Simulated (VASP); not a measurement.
ZnCu2SnS4: single point with PBEsol

The system is ZnCu2SnS4.

```
CELL_PARAMETERS angstrom
-2.68575 2.68575 5.38044
2.68575 -2.68575 5.38044
2.68575 2.68575 -5.38044
ATOMIC_POSITIONS crystal
Cu 0.75000 0.25000 0.50000
Cu 0.25000 0.75000 0.50000
Zn 0.00000 0.00000 0.00000
Sn 0.50000 0.50000 0.00000
S 0.89412 0.89412 0.51863
S 0.10588 0.62451 0.00000
S 0.62451 0.10588 0.00000
S 0.37549 0.37549 0.48137
```

| Item | Value |
| --- | --- |
| Program | VASP 6.6.1 |
| Task | single point |
| Functional | PBEsol |
| Potentials or basis | VASP PAW PBE potentials, release 64 (Cu, Zn, Sn_d, S) |
| Cutoff | 520 eV |
| k mesh | 6 × 6 × 6 |
| Occupations | fermi-dirac, width 0.02 eV |
| Spin | no spin polarisation |

```json
{
 "Pressure": "0.1 GPa",
 "Largest force": "0.037 eV/Å"
}
```

Forces on the atoms (eV/Å):
```
Cu   0.000  0.000  0.000
Cu   0.000  0.000  0.000
Zn   0.000  0.000  0.000
Sn   0.000  0.000  0.000
S   -0.016 -0.016 -0.029
S   -0.016  0.016  0.029
S    0.016 -0.016  0.029
S    0.016  0.016 -0.029
```

Levels at points of the mesh, in eV from the Fermi level:
```
           k point  band 32  band 33  band 34  band 35  band 36  band 37  band 38  band 39  band 40  band 41
(0.00, 0.00, 0.00)    -1.88    -1.79    -0.14    -0.02    -0.02     0.00     1.76     2.99     3.49     3.49
(0.50, 0.00, 0.00)    -1.51    -1.34    -1.27    -0.95    -0.86     1.54     3.00     3.35     3.78     3.97
(0.50, 0.50, 0.00)    -1.50    -1.50    -0.58    -0.57    -0.49     0.38     2.53     2.66     4.03     4.17
(0.50, 0.50, 0.50)    -1.92    -1.55    -1.42    -0.72    -0.72     1.10     1.77     1.77     1.95     3.10
```

Wall time 14 min on 1 thread of Oxide Virtual Turin-like Processor, on a shared host, peak memory 0.44 GiB.

Caveat: the PAW data sets were made with another functional, which shifts forces and pressure a little; spin-orbit coupling is left out, which moves the levels of the heavy elements.
